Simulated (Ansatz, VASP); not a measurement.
# Fe: VASP beside Ansatz

File POSCAR:

```
Fe
1.0
   -1.4345540696      1.4345540696      1.4345540696
    1.4345540696     -1.4345540696      1.4345540696
    1.4345540696      1.4345540696     -1.4345540696
Fe
1
Direct
    0.0000000000      0.0000000000      0.0000000000
```

INCAR.step1

```
SYSTEM = Fe
PREC = Accurate ; ENCUT = 520
ISMEAR = 0 ; SIGMA = 0.2
LREAL = .False. ; LASPH = .True.
NELM = 150 ; ISPIN = 2
MAGMOM = 2.804 ; LMAXMIX = 4
NBANDS = 14 ; GGA = PE
ALGO = Normal ; EDIFF = 1E-4
LWAVE = .True. ; LCHARG = .False.
```

INCAR.step2

```
SYSTEM = Fe
PREC = Accurate ; ENCUT = 520
EDIFF = 1E-6 ; ISMEAR = 0
SIGMA = 0.2 ; LREAL = .False.
LASPH = .True. ; NELM = 150
ALGO = Normal ; ISIF = 2
LWAVE = .False. ; LCHARG = .False.
ISPIN = 2 ; MAGMOM = 2.804
LORBIT = 11 ; LMAXMIX = 4
METAGGA = R2SCAN ; LMIXTAU = .True.
NBANDS = 14 ; ISTART = 1
```

File KPOINTS:

```
Automatic mesh
0
Gamma
  15 15 15
  0 0 0
```

Input for Ansatz:

```yaml
crystal:
  lattice:
    - [-1.4345540696, 1.4345540696, 1.4345540696]
    - [1.4345540696, -1.4345540696, 1.4345540696]
    - [1.4345540696, 1.4345540696, -1.4345540696]
  atoms:
    - { symbol: Fe, position: [0.0, 0.0, 0.0], spin: 2.804 }
hamiltonian:
  xc: r2scan
  pseudopotentials:
    kind: paw
    azcp:
      Fe: "pseudopotentials/Fe.paw.azcp"
basis:
  ecutwfc: 500
  fft_grid_basis: typed
kpoints:
  mp_grid: { grid: [15, 15, 15], shift: [0, 0, 0] }
magnetization:
  spin_polarized: true
scf:
  occupations: { method: gaussian, width: 0.2 }
  lower_state_search: "off"
output:
  stress: true
```

Alike in both runs: task single point; functional r2SCAN; k mesh 15 × 15 × 15; occupations gaussian, width 0.2 eV; collinear spin.

|  | VASP | Ansatz |
| --- | --- | --- |
| version | VASP 6.6.1 | Ansatz 0.2.0 |
| potentials or method | VASP PAW PBE potentials, release 64 (Fe), cutoff 520 eV | plane waves (500 eV) with PAW, scalar-relativistic |
| valence electrons in the cell | 8 | 16 |

Ansatz gave:

* pressure (GPa): 0.0
* net moment per atom (μB): 2.67
* size of the moment on the site where the two differ most (μB): 2.82

Q: Which values does VASP return?

A: Pressure (GPa): -0.4; net moment per atom (μB): 2.67; size of the moment on the site where the two differ most (μB): 2.74.

VASP's potentials were made for PBE, not for r2SCAN. Site moments also hang on the region over which each program counts them. The functional is the same, so the differences come from potentials, cutoffs and numerics. VASP's potentials hold 8 valence electrons a cell and Ansatz's 16, so a difference there can come from the potentials and not from the codes. Ansatz's warnings: stability check not made.
